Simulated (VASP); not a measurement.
# ZnCu (R3m) in VASP: a series of runs

The runs below take ZnCu through single point, with PBEsol.

All numbers are computed with VASP 6.6.1; they aren't measurements. Logs are shortened: lines on timing, memory, paths and dates and some standing lists are left out, and cuts for length are marked.

## Step 1: The cell of the first run

The structure is trigonal, space group R3m (No. 160). Conventional cell: a = 4.165 Å, b = 4.165 Å, c = 5.101 Å, α = 90.00°, β = 90.00°, γ = 120.00°. Zn (site symmetry 3m) has 8 Cu at 2.48 to 2.63 Å and 6 Zn at 2.94 Å within 3.3 Å. Within 3.3 Å of Cu (site symmetry 3m) lie 8 Zn at 2.48 to 2.63 Å and 6 Cu at 2.94 Å.

## Step 2: Single point, PBEsol

The input, INCAR:

```
PREC = Accurate
ENCUT = 520
EDIFF = 1E-6
ISMEAR = 0
SIGMA = 0.15
LREAL = F
LASPH = T
NELM = 60
ALGO = Fast
ISIF = 2
LWAVE = F
LCHARG = T
GGA = PS
LELF = T
LVHAR = T
NBANDS = 18
```

The input, KPOINTS:

```
regular mesh
0
Gamma
  16 16 16
```

The input, POSCAR:

```
ZnCu
1.0
    2.9450000000      0.0000000000      0.0000000000
    0.0000000000      2.9450000000      0.0000000000
    0.0000000000      0.0000000000      2.9450000000
Zn Cu
1 1
Direct
    0.4852966824      0.4852966824      0.4852966824
    0.0000000000      0.0000000000      0.0000000000
```

Potentials or basis: VASP PAW PBE potentials, release 64 (Zn, Cu).

Started as:

```
cat potpaw_PBE.64/Zn/POTCAR potpaw_PBE.64/Cu/POTCAR > POTCAR
mpirun -np 1 vasp_std > vasp.out
```

OUTCAR:

```text
PREC = Accurate
   ENCUT = 520
   EDIFF = 1E-6
   ISMEAR = 0
   LREAL = F
   LASPH = T
   NELM = 60
   ISIF = 2
   GGA = PS

 ion  position               nearest neighbor table
   1  0.485  0.485  0.485-   2 2.48   2 2.53   2 2.53   2 2.53   2 2.58   2 2.58   2 2.58   2 2.63

   2  0.000  0.000  0.000-   1 2.48   1 2.53   1 2.53   1 2.53   1 2.58   1 2.58   1 2.58   1 2.63

  LATTYP: Found a simple cubic cell.
 ALAT       =     2.9450000000

  Lattice vectors:

 A1 = (   2.9450000000,   0.0000000000,   0.0000000000)
 A2 = (   0.0000000000,   2.9450000000,   0.0000000000)
 A3 = (   0.0000000000,   0.0000000000,   2.9450000000)

Analysis of symmetry for initial positions (statically):
=====================================================================
 Subroutine PRICEL returns:
 Original cell was already a primitive cell.

 Routine SETGRP: Setting up the symmetry group for a
 simple cubic supercell.

 Subroutine GETGRP returns: Found  6 space group operations
 (whereof  6 operations were pure point group operations)
 out of a pool of 48 trial point group operations.

The static configuration has the point symmetry C_3v.

Analysis of symmetry for dynamics (positions and initial velocities):
=====================================================================
 Subroutine PRICEL returns:
 Original cell was already a primitive cell.

 Routine SETGRP: Setting up the symmetry group for a
 simple cubic supercell.

 Subroutine GETGRP returns: Found  6 space group operations
 (whereof  6 operations were pure point group operations)
 out of a pool of 48 trial point group operations.

The dynamic configuration has the point symmetry C_3v.

 Subroutine INISYM returns: Found  6 space group operations
 (whereof  6 operations are pure point group operations),
 and found     1 'primitive' translations

----------------------------------------------------------------------------------------

                                     Primitive cell

  volume of cell :      25.5421

  direct lattice vectors                    reciprocal lattice vectors
     2.945000000  0.000000000  0.000000000     0.339558574  0.000000000  0.000000000
     0.000000000  2.945000000  0.000000000     0.000000000  0.339558574  0.000000000
     0.000000000  0.000000000  2.945000000     0.000000000  0.000000000  0.339558574

  length of vectors
     2.945000000  2.945000000  2.945000000     0.339558574  0.339558574  0.339558574

  position of ions in fractional coordinates (direct lattice)
     0.485296682  0.485296682  0.485296682
     0.000000000  0.000000000  0.000000000

  ion indices of the primitive-cell ions
   primitive index   ion index
                 1           1
                 2           2

----------------------------------------------------------------------------------------

 KPOINTS: regular mesh

Automatic generation of k-mesh.
 Grid dimensions read from file:
 generate k-points for:   16   16   16

 Generating k-lattice:

  Cartesian coordinates                     Fractional coordinates (reciprocal lattice)
     0.021222411  0.000000000  0.000000000     0.062500000  0.000000000  0.000000000
     0.000000000  0.021222411  0.000000000     0.000000000  0.062500000  0.000000000
     0.000000000  0.000000000  0.021222411     0.000000000  0.000000000  0.062500000

  Length of vectors
     0.021222411  0.021222411  0.021222411

  Shift w.r.t. Gamma in fractional coordinates (k-lattice)
     0.000000000  0.000000000  0.000000000

 Subroutine IBZKPT returns following result:
 ===========================================

 Found    417 irreducible k-points:

 Following reciprocal coordinates:
            Coordinates               Weight
  0.000000  0.000000  0.000000      1.000000
  0.062500  0.000000  0.000000      6.000000
  0.125000  0.000000  0.000000      6.000000
  0.187500  0.000000  0.000000      6.000000
  0.250000  0.000000  0.000000      6.000000
  0.312500  0.000000  0.000000      6.000000
[... 16 lines left out ...]
 -0.062500  0.437500  0.000000     12.000000
  0.500000  0.062500  0.000000     12.000000
 [... further k-points ...]
   k-points           NKPTS =    417   k-points in BZ     NKDIM =    417   number of bands    NBANDS=     18
   number of dos      NEDOS =    301   number of ions     NIONS =      2
   total plane-waves  NPLWV =  13824
   dimension x,y,z NGX =    24 NGY =   24 NGZ =   24
   dimension x,y,z NGXF=    48 NGYF=   48 NGZF=   48
   ions per type =               1   1
   NGX,Y,Z   is equivalent  to a cutoff of  13.55, 13.55, 13.55 a.u.
   NGXF,Y,Z  is equivalent  to a cutoff of  27.10, 27.10, 27.10 a.u.
 SYSTEM =  unknown system
   PREC   = accura    normal or accurate (medium, high low for compatibility)
   ISTART =      0    job   : 0-new  1-cont  2-samecut
   ICHARG =      2    charge: 1-file 2-atom 10-const
   ISPIN  =      1    spin polarized calculation?
   LNONCOLLINEAR =      F non collinear calculations
   LSORBIT =      F    spin-orbit coupling
   LASPH  =      T    aspherical Exc in radial PAW
   ENCUT  =  520.0 eV  38.22 Ry    6.18 a.u.   5.48  5.48  5.48*2*pi/ulx,y,z
   NELM   =     60;   NELMIN=  2; NELMDL= -5     # of ELM steps
   EDIFF  = 0.1E-05   stopping-criterion for ELM
   LREAL  =      F    real-space projection
   EDIFFG = 0.1E-04   stopping-criterion for IOM
   NSW    =      0    number of steps for IOM
   IBRION =     -1    ionic relax: 0-MD 1-quasi-New 2-CG
   NFREE  =      0    steps in history (QN), initial steepest desc. (CG)
   ISIF   =      2    stress and relaxation
   ISYM   =      2    0-nonsym 1-usesym 2-fastsym
   POTIM  = 0.5000    time-step for ionic-motion
   TEBEG  =    0.0;   TEEND  =   0.0 temperature during run
   PSTRESS=    0.0 pullay stress
   NELECT =      23.0000    total number of electrons
   NUPDOWN=      -1.0000    fix difference up-down
   EMIN   =  10.00;   EMAX   =-10.00  energy-range for DOS
   EFERMI =   0.00;   METHOD = LEGACY
   ISMEAR =     0;   SIGMA  =   0.15  broadening in eV -4-tet -1-fermi 0-gaus
   EFERMI_NEDOS =   21; number of points for ismear=-14 and -15
   IALGO  =     68    algorithm
   IMIX   =      4    mixing-type and parameters
     AMIX     =   0.40;   BMIX     =  1.00
     AMIX_MAG =   1.60;   BMIX_MAG =  1.00
  volume/ion in A,a.u.               =      12.77        86.18
  Fermi-wavevector in a.u.,A,eV,Ry     =   1.580880  2.987429 34.003415  2.499180
  Thomas-Fermi vector in A             =   2.681040
   LORBIT       =      0    0 simple, 1 ext, 2 COOP (PROOUT), +10 PAW based schemes
   GGA     = PS    functional components
   LHFCALC =     F    Hartree Fock is set to
   AEXX    =    0.0000 exact exchange contribution
   IVDW    =     0    specifies the selected vdW correction
   LEPSILON=     F    determine dielectric tensor
   LRPA    =     F    only Hartree local field effects (RPA)
 non-spin polarized calculation
 RMM-DIIS sequential band-by-band and
 Gauss-broadening in eV      SIGMA  =   0.15
  energy-cutoff  :      520.00
  volume of cell :       25.54
 maximum number of plane-waves:       715
 NGX is ok and might be reduce to    24
   NGX = 11   NGY = 11   NGZ = 11

 number of electron      23.0000007 magnetization

 Free energy of the ion-electron system (eV)
  ---------------------------------------------------
  ext. energy  EPLUGINS =         0.00000000
  ---------------------------------------------------
  free energy    TOTEN  =        -6.07378568 eV

  energy without entropy =       -6.06710414  energy(sigma->0) =       -6.07044491

 E-fermi :   5.3443     XC(G=0): -12.5643

 val. band max:        5.3415374109   @ k =   0.4375   0.4375   0.3125
 cond. band min:       5.3458927535   @ k =  -0.4375   0.4375   0.3125
 fundamental gap:      0.0043553426
 Fermi energy:         5.3442664890

 k-point     1 :       0.0000    0.0000    0.0000
  band No.  band energies     occupation
      1      -5.0029      2.00000
      2      -2.4594      2.00000
      3      -2.4594      2.00000
      4      -1.7655      2.00000
      5      -1.7585      2.00000
      6      -1.7585      2.00000
[... 10 lines left out ...]
     17      17.5883      0.00000
     18      28.8130      0.00000

 k-point     2 :       0.0625    0.0000    0.0000
  band No.  band energies     occupation
      1      -4.9321      2.00000
      2      -2.4512      2.00000
      3      -2.4441      2.00000
      4      -1.7703      2.00000
      5      -1.7649      2.00000
      6      -1.7568      2.00000
[... 10 lines left out ...]
     17      18.0523      0.00000
     18      27.9810      0.00000

 k-point     3 :       0.1250    0.0000    0.0000
  band No.  band energies     occupation
      1      -4.7214      2.00000
      2      -2.4276      2.00000
      3      -2.3991      2.00000
      4      -1.7877      2.00000
      5      -1.7831      2.00000
      6      -1.7486      2.00000
[... 10 lines left out ...]
     17      19.7037      0.00000
     18      26.5632      0.00000

 k-point     4 :       0.1875    0.0000    0.0000
  band No.  band energies     occupation
      1      -4.3769      2.00000
      2      -2.3919      2.00000
      3      -2.3266      2.00000
      4      -1.8143      2.00000
      5      -1.8103      2.00000
      6      -1.7355      2.00000
[... 10 lines left out ...]
     17      21.8949      0.00000
     18      24.9650      0.00000

 k-point     5 :       0.2500    0.0000    0.0000
  band No.  band energies     occupation
      1      -3.9133      2.00000
      2      -2.3490      2.00000
      3      -2.2256      2.00000
      4      -1.8457      2.00000
      5      -1.8424      2.00000
      6      -1.7199      2.00000
[... 10 lines left out ...]
     17      23.2486      0.00000
     18      23.4230      0.00000

 k-point     6 :       0.3125    0.0000    0.0000
  band No.  band energies     occupation
      1      -3.3698      2.00000
      2      -2.3054      2.00000
      3      -2.0768      2.00000
      4      -1.8765      2.00000
      5      -1.8743      2.00000
      6      -1.7041      2.00000
[... 10 lines left out ...]
     17      21.6469      0.00000
     18      21.6864      0.00000

 k-point     7 :       0.3750    0.0000    0.0000
  band No.  band energies     occupation
      1      -2.8611      2.00000
      2      -2.2677      2.00000
      3      -1.9059      2.00000
      4      -1.9014      2.00000
      5      -1.7906      2.00000
      6      -1.6906      2.00000
[... 10 lines left out ...]
     17      20.1565      0.00000
     18      20.2151      0.00000

 k-point     8 :       0.4375    0.0000    0.0000
  band No.  band energies     occupation
      1      -2.5710      2.00000
      2      -2.2422      2.00000
      3      -1.9220      2.00000
      4      -1.9196      2.00000
      5      -1.6815      2.00000
      6      -1.2516      2.00000
[... 10 lines left out ...]
     17      18.8164      0.00000
     18      19.3227      0.00000
[... 229 lines left out ...]
     17      20.1726      0.00000
     18      21.7145      0.00000

 k-point    20 :       0.3750    0.0625    0.0000
  band No.  band energies     occupation
      1      -2.8201      2.00000
      2      -2.2584      2.00000
      3      -1.9870      2.00000
      4      -1.9061      2.00000
      5      -1.7034      2.00000
      6      -1.6843      2.00000
[... 10 lines left out ...]
     17      19.5597      0.00000
     18      20.2272      0.00000

 k-point    21 :      -0.0625    0.3750    0.0000
  band No.  band energies     occupation
      1      -2.8206      2.00000
      2      -2.2584      2.00000
      3      -1.9878      2.00000
      4      -1.9066      2.00000
      5      -1.7031      2.00000
      6      -1.6835      2.00000
[... 10 lines left out ...]
     17      19.4640      0.00000
     18      20.2876      0.00000

 k-point    22 :       0.4375    0.0625    0.0000
  band No.  band energies     occupation
      1      -2.5408      2.00000
      2      -2.2326      2.00000
      3      -1.9834      2.00000
      4      -1.9243      2.00000
      5      -1.6956      2.00000
      6      -1.1524      2.00000
[... 10 lines left out ...]
     17      19.0058      0.00000
     18      20.1262      0.00000

 k-point    23 :      -0.0625    0.4375    0.0000
  band No.  band energies     occupation
      1      -2.5411      2.00000
      2      -2.2326      2.00000
      3      -1.9837      2.00000
      4      -1.9245      2.00000
      5      -1.6955      2.00000
      6      -1.1521      2.00000
[... 10 lines left out ...]
     17      19.0042      0.00000
     18      20.0994      0.00000

 k-point    24 :       0.5000    0.0625    0.0000
  band No.  band energies     occupation
      1      -2.4655      2.00000
      2      -2.2232      2.00000
      3      -1.9878      2.00000
      4      -1.9307      2.00000
      5      -1.6928      2.00000
      6      -0.6656      2.00000
[... 10 lines left out ...]
     17      19.2149      0.00000
     18      20.1938      0.00000

 [... further k-points ...]

------------------------ aborting loop because EDIFF is reached ----------------------------------------

  FORCE on cell =-STRESS in cart. coord.  units (eV):
  Direction    XX          YY          ZZ          XY          YZ          ZX
  --------------------------------------------------------------------------------------
  -------------------------------------------------------------------------------------
  Total       -0.5308926     -0.5308926     -0.5308926      0.0342510      0.0342510      0.0342510
  in kB      -33.3013127    -33.3013127    -33.3013127      2.1484661      2.1484661      2.1484661
  external PRESSURE =     -33.3013127 kB  Pullay stress =       0.0000000 kB

 VOLUME and BASIS-vectors are now :
 -----------------------------------------------------------------------------
  energy-cutoff  :      520.00
  volume of cell :       25.54
      direct lattice vectors                 reciprocal lattice vectors
     2.945000000  0.000000000  0.000000000     0.339558574  0.000000000  0.000000000
     0.000000000  2.945000000  0.000000000     0.000000000  0.339558574  0.000000000
     0.000000000  0.000000000  2.945000000     0.000000000  0.000000000  0.339558574

 POSITION                                       TOTAL-FORCE (eV/Angst)
 -----------------------------------------------------------------------------------
      1.42920      1.42920      1.42920         0.198126      0.198126      0.198126
      0.00000      0.00000      0.00000        -0.198126     -0.198126     -0.198126
 -----------------------------------------------------------------------------------
    total drift:                               -0.001492     -0.001492     -0.001455

  FREE ENERGIE OF THE ION-ELECTRON SYSTEM (eV)
  ---------------------------------------------------
  free  energy   TOTEN  =        -6.0737856779 eV

  energy  without entropy=       -6.0671041396  energy(sigma->0) =       -6.07044491
```

It took 3.4 min on 1 thread of Oxide Virtual Turin-like, shared host; peak memory 0.27 GiB.

What came out:

```yaml
Free_energy: -6.0738 eV
Pressure: -3.3 GPa
Largest_force: 0.343 eV/Å
Band_gap_on_the_k_mesh: zero (an odd number of electrons rules out a gap without spin polarisation)
```

Forces in eV/Å, atoms in the order of the input:
```
Zn   0.198  0.198  0.198
Cu  -0.198 -0.198 -0.198
```

Stress tensor (GPa, compression positive):
```
-3.33  0.21  0.21
 0.21 -3.33  0.21
 0.21  0.21 -3.33
```

Caveat: the cell differs from its parent crystal (all Zn atoms moved +0.075 Å, as atom 1 towards its neighbour atom 2 (Cu) at 2.550 Å); the cell stands under tension; the PAW data sets were made with another functional, which shifts forces and pressure a little.

## Step 3: Single point, PBEsol

The input, INCAR:

```
PREC = Accurate
ENCUT = 520
EDIFF = 1E-7
ISMEAR = 0
SIGMA = 0.15
LREAL = F
LASPH = T
NELM = 60
ALGO = Fast
ISIF = 2
LWAVE = F
LCHARG = F
GGA = PS
NBANDS = 18
```

The input, KPOINTS:

```
Automatic mesh
0
Gamma
  16 16 16
```

POSCAR, as its differences from that of step 2:

```diff
@@ -8,3 +8,3 @@
 Direct
-    0.4852966824      0.4852966824      0.4852966824
+    0.4779450237      0.4779450237      0.4779450237
     0.0000000000      0.0000000000      0.0000000000
```

Potentials or basis: VASP PAW PBE potentials, release 64 (Zn, Cu).

Started as:

```
cat potpaw_PBE.64/Zn/POTCAR potpaw_PBE.64/Cu/POTCAR > POTCAR
mpirun -np 1 vasp_std > vasp.out
```

OUTCAR:

```text
PREC = Accurate
   ENCUT = 520
   EDIFF = 1E-7
   ISMEAR = 0
   LREAL = F
   LASPH = T
   NELM = 60
   ISIF = 2
   GGA = PS

 ion  position               nearest neighbor table
   1  0.478  0.478  0.478-   2 2.44   2 2.52   2 2.52   2 2.52   2 2.59   2 2.59   2 2.59   2 2.66

   2  0.000  0.000  0.000-   1 2.44   1 2.52   1 2.52   1 2.52   1 2.59   1 2.59   1 2.59   1 2.66

  LATTYP: Found a simple cubic cell.
 ALAT       =     2.9450000000

  Lattice vectors:

[... 690 lines left out ...]

 [... further k-points ...]

------------------------ aborting loop because EDIFF is reached ----------------------------------------

  FORCE on cell =-STRESS in cart. coord.  units (eV):
  Direction    XX          YY          ZZ          XY          YZ          ZX
  --------------------------------------------------------------------------------------
  -------------------------------------------------------------------------------------
  Total       -0.5205959     -0.5205959     -0.5205959      0.0774752      0.0774752      0.0774752
  in kB      -32.6554330    -32.6554330    -32.6554330      4.8597893      4.8597893      4.8597893
  external PRESSURE =     -32.6554330 kB  Pullay stress =       0.0000000 kB

 VOLUME and BASIS-vectors are now :
 -----------------------------------------------------------------------------
  energy-cutoff  :      520.00
  volume of cell :       25.54
      direct lattice vectors                 reciprocal lattice vectors
     2.945000000  0.000000000  0.000000000     0.339558574  0.000000000  0.000000000
     0.000000000  2.945000000  0.000000000     0.000000000  0.339558574  0.000000000
     0.000000000  0.000000000  2.945000000     0.000000000  0.000000000  0.339558574

 POSITION                                       TOTAL-FORCE (eV/Angst)
 -----------------------------------------------------------------------------------
      1.40755      1.40755      1.40755         0.302274      0.302274      0.302274
      0.00000      0.00000      0.00000        -0.302274     -0.302274     -0.302274
 -----------------------------------------------------------------------------------
    total drift:                               -0.000672     -0.000672     -0.000686

  FREE ENERGIE OF THE ION-ELECTRON SYSTEM (eV)
  ---------------------------------------------------
  free  energy   TOTEN  =        -6.0575928890 eV

  energy  without entropy=       -6.0508866568  energy(sigma->0) =       -6.05423977
```

Run time: 3.1 min. Hardware: 1 thread of Oxide Virtual Turin-like, shared host; peak memory 0.27 GiB.

Results:

* Free energy: -6.0576 eV
* Pressure: -3.3 GPa
* Largest force: 0.524 eV/Å
* Band gap on the k mesh: zero (an odd number of electrons rules out a gap without spin polarisation)

Forces in eV/Å, atoms in the order of the input:
```
Zn   0.302  0.302  0.302
Cu  -0.302 -0.302 -0.302
```

Caveat: the cell differs from its parent crystal (all Zn atoms moved +0.113 Å, as atom 1 towards its neighbour atom 2 (Cu) at 2.550 Å); the cell stands under tension; the PAW data sets were made with another functional, which shifts forces and pressure a little.

[end of part 1 of 2]

The gap in the log of VASP goes by the Fermi energy; the results here count the filled bands.